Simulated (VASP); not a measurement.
# Zr (P6_3/mmc) in VASP: notebook

Zr is run at these levels: PBE; tasks: single point.

Everything below comes from runs of VASP 6.6.1. Logs are shortened: lines on timing, memory, paths and dates and some standing lists are left out, and cuts for length are marked.

### Step 1. The cell of the first run

It takes space group P6_3/mmc (No. 194, hexagonal). Conventional cell: a = 3.232 Å, b = 3.232 Å, c = 5.174 Å, α = 90.00°, β = 90.00°, γ = 120.00°. Within 4.2 Å of Zr (site symmetry -6m2) lie 12 Zr at 3.19 to 3.23 Å.

### Step 2. Single point, PBE

Contents of INCAR:

```
ALGO = Normal
EDIFF = 1E-6
ENCUT = 520
GGA = PE
ISIF = 2
ISMEAR = 0
LASPH = True
LCHARG = True
LELF = True
LREAL = False
LVHAR = True
LWAVE = False
NBANDS = 19
NELM = 80
PREC = Accurate
SIGMA = 0.6
```

Contents of KPOINTS:

```
k-points
0
Gamma
  11 11 6
```

Contents of POSCAR:

```
Zr
1.0
    3.2318821451      0.0000000000      0.0000000000
   -1.6159410725      2.7988920397      0.0000000000
    0.0000000000      0.0000000000      5.1741041053
Zr
2
Direct
    0.3333333333      0.6666666667      0.2500000000
    0.6666666667      0.3333333333      0.7500000000
```

Potentials or basis: VASP PAW PBE potentials, release 64 (Zr_sv).

The run is started by

```bash
$ cat potpaw_PBE.64/Zr_sv/POTCAR > POTCAR
$ mpirun -np 1 vasp_std > vasp.out
```

OUTCAR:

```text
EDIFF = 1E-6
   ENCUT = 520
   GGA = PE
   ISIF = 2
   ISMEAR = 0
   LASPH = True
   LREAL = False
   NELM = 80
   PREC = Accurate

 ion  position               nearest neighbor table
   1  0.333  0.667  0.250-   2 3.19   2 3.19   2 3.19   2 3.19   2 3.19   2 3.19
   2  0.667  0.333  0.750-   1 3.19   1 3.19   1 3.19   1 3.19   1 3.19   1 3.19

  LATTYP: Found a hexagonal cell.
 ALAT       =     3.2318821451
 C/A-ratio  =     1.6009569263

  Lattice vectors:

 A1 = (   3.2318821451,   0.0000000000,   0.0000000000)
 A2 = (  -1.6159410725,   2.7988920397,   0.0000000000)
 A3 = (   0.0000000000,   0.0000000000,   5.1741041053)

Analysis of symmetry for initial positions (statically):
=====================================================================
 Subroutine PRICEL returns:
 Original cell was already a primitive cell.

 Routine SETGRP: Setting up the symmetry group for a
 hexagonal supercell.

 Subroutine GETGRP returns: Found 24 space group operations
 (whereof 12 operations were pure point group operations)
 out of a pool of 24 trial point group operations.

The static configuration has the point symmetry D_3d.
 The point group associated with its full space group is D_6h.

Analysis of symmetry for dynamics (positions and initial velocities):
=====================================================================
 Subroutine PRICEL returns:
 Original cell was already a primitive cell.

 Routine SETGRP: Setting up the symmetry group for a
 hexagonal supercell.

 Subroutine GETGRP returns: Found 24 space group operations
 (whereof 12 operations were pure point group operations)
 out of a pool of 24 trial point group operations.

The dynamic configuration has the point symmetry D_3d.
 The point group associated with its full space group is D_6h.

 Subroutine INISYM returns: Found 24 space group operations
 (whereof 12 operations are pure point group operations),
 and found     1 'primitive' translations

----------------------------------------------------------------------------------------

                                     Primitive cell

  volume of cell :      46.8033

  direct lattice vectors                    reciprocal lattice vectors
     3.231882145  0.000000000  0.000000000     0.309417223  0.178642117  0.000000000
    -1.615941073  2.798892040  0.000000000     0.000000000  0.357284235  0.000000000
     0.000000000  0.000000000  5.174104105     0.000000000  0.000000000  0.193270174

  length of vectors
     3.231882145  3.231882145  5.174104105     0.357284235  0.357284235  0.193270174

  position of ions in fractional coordinates (direct lattice)
[... 74 lines left out ...]
   LNONCOLLINEAR =      F non collinear calculations
   LSORBIT =      F    spin-orbit coupling
   LASPH  =      T    aspherical Exc in radial PAW
   ENCUT  =  520.0 eV  38.22 Ry    6.18 a.u.   6.01  6.01  9.62*2*pi/ulx,y,z
   NELM   =     80;   NELMIN=  2; NELMDL= -5     # of ELM steps
   EDIFF  = 0.1E-05   stopping-criterion for ELM
   LREAL  =      F    real-space projection
   EDIFFG = 0.1E-04   stopping-criterion for IOM
   NSW    =      0    number of steps for IOM
   IBRION =     -1    ionic relax: 0-MD 1-quasi-New 2-CG
   NFREE  =      0    steps in history (QN), initial steepest desc. (CG)
   ISIF   =      2    stress and relaxation
   ISYM   =      2    0-nonsym 1-usesym 2-fastsym
   POTIM  = 0.5000    time-step for ionic-motion
   TEBEG  =    0.0;   TEEND  =   0.0 temperature during run
   PSTRESS=    0.0 pullay stress
   NELECT =      24.0000    total number of electrons
   NUPDOWN=      -1.0000    fix difference up-down
   EMIN   =  10.00;   EMAX   =-10.00  energy-range for DOS
   EFERMI =   0.00;   METHOD = LEGACY
   ISMEAR =     0;   SIGMA  =   0.60  broadening in eV -4-tet -1-fermi 0-gaus
   EFERMI_NEDOS =   21; number of points for ismear=-14 and -15
   IALGO  =     38    algorithm
   IMIX   =      4    mixing-type and parameters
     AMIX     =   0.40;   BMIX     =  1.00
     AMIX_MAG =   1.60;   BMIX_MAG =  1.00
  volume/ion in A,a.u.               =      23.40       157.92
  Fermi-wavevector in a.u.,A,eV,Ry     =   1.310347  2.476197 23.361328  1.717009
  Thomas-Fermi vector in A             =   2.440883
   LORBIT       =      0    0 simple, 1 ext, 2 COOP (PROOUT), +10 PAW based schemes
   GGA     = PE    functional components
   LHFCALC =     F    Hartree Fock is set to
   AEXX    =    0.0000 exact exchange contribution
   IVDW    =     0    specifies the selected vdW correction
   LEPSILON=     F    determine dielectric tensor
   LRPA    =     F    only Hartree local field effects (RPA)
 non-spin polarized calculation
 Gauss-broadening in eV      SIGMA  =   0.60
  energy-cutoff  :      520.00
  volume of cell :       46.80
 maximum number of plane-waves:      1284
   NGX = 13   NGY = 13   NGZ = 19

 number of electron      24.0000001 magnetization

 Free energy of the ion-electron system (eV)
  ---------------------------------------------------
  ext. energy  EPLUGINS =         0.00000000
  ---------------------------------------------------
  free energy    TOTEN  =       -17.24447577 eV

  energy without entropy =      -16.79240320  energy(sigma->0) =      -17.01843948

 E-fermi :   8.8554     XC(G=0): -11.0564

 val. band max:        8.8209702509   @ k =   0.0909   0.0909   0.0000
 cond. band min:       8.8614533409   @ k =   0.2727   0.2727   0.5000
 fundamental gap:      0.0404830900
 Fermi energy:         8.8554454179

 k-point     1 :       0.0000    0.0000    0.0000
  band No.  band energies     occupation
      1     -39.8845      2.00000
      2     -39.7362      2.00000
      3     -18.3816      2.00000
      4     -17.5478      2.00000
      5     -17.5478      2.00000
      6     -17.4122      2.00000
[... 505 lines left out ...]
      6     -17.6354      2.00000
[... 11 lines left out ...]
     18      11.9820      0.00000
     19      13.7408      0.00000

 [... further k-points ...]
[... 5 lines left out ...]
  --------------------------------------------------------------------------------------
  -------------------------------------------------------------------------------------
  Total        0.0897459      0.0897459      0.4052230      0.0000000      0.0000000      0.0000000
  in kB        3.0721907      3.0721907     13.8716406      0.0000000      0.0000000      0.0000000
  external PRESSURE =       6.6720074 kB  Pullay stress =       0.0000000 kB

 VOLUME and BASIS-vectors are now :
 -----------------------------------------------------------------------------
  energy-cutoff  :      520.00
  volume of cell :       46.80
      direct lattice vectors                 reciprocal lattice vectors
     3.231882145  0.000000000  0.000000000     0.309417223  0.178642117  0.000000000
    -1.615941073  2.798892040  0.000000000     0.000000000  0.357284235  0.000000000
     0.000000000  0.000000000  5.174104105     0.000000000  0.000000000  0.193270174

 POSITION                                       TOTAL-FORCE (eV/Angst)
 -----------------------------------------------------------------------------------
     -0.00000      1.86593      1.29353         0.000000     -0.000000      0.000000
      1.61594      0.93296      3.88058        -0.000000      0.000000      0.000000
 -----------------------------------------------------------------------------------
    total drift:                               -0.000000      0.000000     -0.000000

  FREE ENERGIE OF THE ION-ELECTRON SYSTEM (eV)
  ---------------------------------------------------
  free  energy   TOTEN  =       -17.2444757671 eV

  energy  without entropy=      -16.7924031999  energy(sigma->0) =      -17.01843948
```

OSZICAR:

```text
N       E                     dE             d eps       ncg     rms          rms(c)
DAV:   1     0.216024660569E+03    0.21602E+03   -0.13261E+04  2432   0.125E+03
DAV:   2    -0.160674514385E+01   -0.21763E+03   -0.21343E+03  2778   0.366E+02
DAV:   3    -0.175513584224E+02   -0.15945E+02   -0.15764E+02  4430   0.713E+01
DAV:   4    -0.179253223400E+02   -0.37396E+00   -0.37339E+00  2858   0.116E+01
DAV:   5    -0.179371491379E+02   -0.11827E-01   -0.11824E-01  3618   0.139E+00    0.141E+01
DAV:   6    -0.173504436403E+02    0.58671E+00   -0.91752E-01  2642   0.723E+00    0.552E+00
DAV:   7    -0.172380839538E+02    0.11236E+00   -0.57379E-01  3377   0.503E+00    0.109E+00
DAV:   8    -0.172444197387E+02   -0.63358E-02   -0.41040E-02  3187   0.146E+00    0.242E-01
DAV:   9    -0.172445219318E+02   -0.10219E-03   -0.14062E-03  3154   0.330E-01    0.343E-02
DAV:  10    -0.172444757767E+02    0.46155E-04   -0.32641E-05  3202   0.356E-02    0.232E-02
DAV:  11    -0.172444757671E+02    0.95251E-08   -0.93058E-06  2663   0.330E-02
   1 F= -.17244476E+02 E0= -.17018439E+02  d E =-.452073E+00
```

stdout:

```text
POSCAR found type information on POSCAR Zr
 POSCAR found :  1 types and       2 ions
 scaLAPACK will be used
 LDA part: xc-table for (Slater+PW92), standard interpolation
 POSCAR, INCAR and KPOINTS ok, starting setup
 FFT: planning ... GRIDC
 FFT: planning ... GRID_SOFT
 FFT: planning ... GRID
 WAVECAR not read
 entering main loop
```

Run time: 41 s. Hardware: 1 thread of AMD EPYC 9R45 (Zen 5), shared host; peak memory 0.15 GiB.

Results:

| Property | Result |
| --- | --- |
| Free energy | -17.2445 eV |
| Pressure | 0.7 GPa |
| Band gap on the k mesh | zero (band 12 reaches 9.81 eV, above the bottom of band 13 at 8.78 eV) |

Levels at points of the mesh, in eV from the Fermi level:
```tsv
k point	band 8	band 9	band 10	band 11	band 12	band 13	band 14	band 15	band 16	band 17
(0.00, 0.00, 0.00)	-26.26	-5.57	-2.94	0.95	0.95	1.07	1.20	1.63	1.63	2.26
(0.00, 0.00, 0.50)	-26.34	-3.88	-3.88	0.12	0.12	0.87	0.87	0.87	0.87	4.02
```

### Step 3. Single point, PBE

Contents of INCAR:

```
PREC = Accurate
ENCUT = 520
EDIFF = 1E-6
ISMEAR = 0
SIGMA = 1.0
LREAL = False
LASPH = True
NELM = 60
ALGO = Normal
ISIF = 2
LWAVE = False
LCHARG = False
GGA = PE
NBANDS = 19
```

Contents of KPOINTS:

```
Automatic mesh
0
Gamma
  11 11 6
```

POSCAR is that of step 2.

Potentials or basis: VASP PAW PBE potentials, release 64 (Zr_sv).

The run is started by

```bash
$ cat potpaw_PBE.64/Zr_sv/POTCAR > POTCAR
$ mpirun -np 1 vasp_std > vasp.out
```

Run time: 36 s. Hardware: 1 thread of AMD EPYC 9R45 (Zen 5), shared host; peak memory 0.15 GiB.

It converged, with:

```yaml
Free_energy: -17.6704 eV
Pressure: 2.3 GPa
Band_gap_on_the_k_mesh: zero (band 12 reaches 9.82 eV, above the bottom of band 13 at 8.78 eV)
```

Stress tensor (GPa, compression positive):
```
1.61 0.00 0.00
0.00 1.61 0.00
0.00 0.00 3.74
```

Levels at points of the mesh, in eV from the Fermi level:
| k point | band 8 | band 9 | band 10 | band 11 | band 12 | band 13 | band 14 | band 15 | band 16 | band 17 |
| --- | --- | --- | --- | --- | --- | --- | --- | --- | --- | --- |
| (0.00, 0.00, 0.00) | -26.19 | -5.55 | -2.92 | 0.98 | 0.98 | 1.11 | 1.23 | 1.66 | 1.66 | 2.30 |
| (0.00, 0.00, 0.50) | -26.28 | -3.86 | -3.86 | 0.16 | 0.16 | 0.90 | 0.90 | 0.90 | 0.90 | 4.07 |

### Step 4. Single point, PBE

Contents of INCAR:

```
ALGO = Normal
EDIFF = 1E-6
ENCUT = 520
GGA = PE
ISIF = 2
ISMEAR = 1
LASPH = T
LCHARG = F
LREAL = F
LWAVE = F
NBANDS = 19
NELM = 80
PREC = Accurate
SIGMA = 0.01
```

Contents of KPOINTS:

```
k-points
0
Gamma
  11 11 6
```

POSCAR is that of step 3.

Potentials or basis: VASP PAW PBE potentials, release 64 (Zr_sv).

The run is started by

```bash
$ cat potpaw_PBE.64/Zr_sv/POTCAR > POTCAR
$ mpirun -np 1 vasp_std > vasp.out
```

OUTCAR:

```text
EDIFF = 1E-6
   ENCUT = 520
   GGA = PE
   ISIF = 2
   ISMEAR = 1
   LASPH = T
   LREAL = F
   NELM = 80
   PREC = Accurate

 ion  position               nearest neighbor table
   1  0.333  0.667  0.250-   2 3.19   2 3.19   2 3.19   2 3.19   2 3.19   2 3.19
   2  0.667  0.333  0.750-   1 3.19   1 3.19   1 3.19   1 3.19   1 3.19   1 3.19

  LATTYP: Found a hexagonal cell.
 ALAT       =     3.2318821451
 C/A-ratio  =     1.6009569263

  Lattice vectors:

[... 190 lines left out ...]
      2     -39.7634      2.00000
      3     -18.4249      2.00000
      4     -17.5617      2.00000
      5     -17.5617      2.00000
      6     -17.4456      2.00000
[... 505 lines left out ...]
      6     -17.6519      2.00000
[... 11 lines left out ...]
     18      11.9743      0.00000
     19      13.7200      0.00000

 [... further k-points ...]
[... 5 lines left out ...]
  --------------------------------------------------------------------------------------
  -------------------------------------------------------------------------------------
  Total        0.0042925      0.0042925     -0.0254005      0.0000000      0.0000000      0.0000000
  in kB        0.1469430      0.1469430     -0.8695133      0.0000000      0.0000000      0.0000000
  external PRESSURE =      -0.1918758 kB  Pullay stress =       0.0000000 kB

 VOLUME and BASIS-vectors are now :
 -----------------------------------------------------------------------------
  energy-cutoff  :      520.00
  volume of cell :       46.80
      direct lattice vectors                 reciprocal lattice vectors
     3.231882145  0.000000000  0.000000000     0.309417223  0.178642117  0.000000000
    -1.615941073  2.798892040  0.000000000     0.000000000  0.357284235  0.000000000
     0.000000000  0.000000000  5.174104105     0.000000000  0.000000000  0.193270174

 POSITION                                       TOTAL-FORCE (eV/Angst)
 -----------------------------------------------------------------------------------
     -0.00000      1.86593      1.29353        -0.000000     -0.000000      0.000000
      1.61594      0.93296      3.88058         0.000000      0.000000      0.000000
 -----------------------------------------------------------------------------------
    total drift:                               -0.000000      0.000000     -0.000000

  FREE ENERGIE OF THE ION-ELECTRON SYSTEM (eV)
  ---------------------------------------------------
  free  energy   TOTEN  =       -17.0421994655 eV

  energy  without entropy=      -17.0422284896  energy(sigma->0) =      -17.04220914
```

Run time: 38 s. Hardware: 1 thread of AMD EPYC 9R45 (Zen 5), shared host; peak memory 0.14 GiB.

Results:

```yaml
Free_energy: -17.0422 eV
Pressure: 0.0 GPa
Band_gap_on_the_k_mesh: zero (band 12 reaches 9.81 eV, above the bottom of band 13 at 8.78 eV)
```

Stress tensor (GPa, compression positive):
```
 0.01  0.00  0.00
 0.00  0.01  0.00
 0.00  0.00 -0.09
```

### Step 5. Summary

| smearing | gap on the mesh (eV) | pressure (GPa) |
| --- | --- | --- |
| gaussian 0.6 eV | none | 0.7 |
| gaussian 1 eV | none | 2.3 |
| methfessel-paxton 0.01 eV | none | 0.0 |

Alike in all rows: task single point; level PBE; potentials or basis VASP PAW PBE potentials, release 64 (Zr_sv); no spin polarisation; cell as given; k mesh 11 × 11 × 6; cutoff (eV) 520.

Every run on the cell as given and a fine mesh finds a metal.

Total energies depend on the potentials used, so only differences within one code and one set of settings carry meaning.
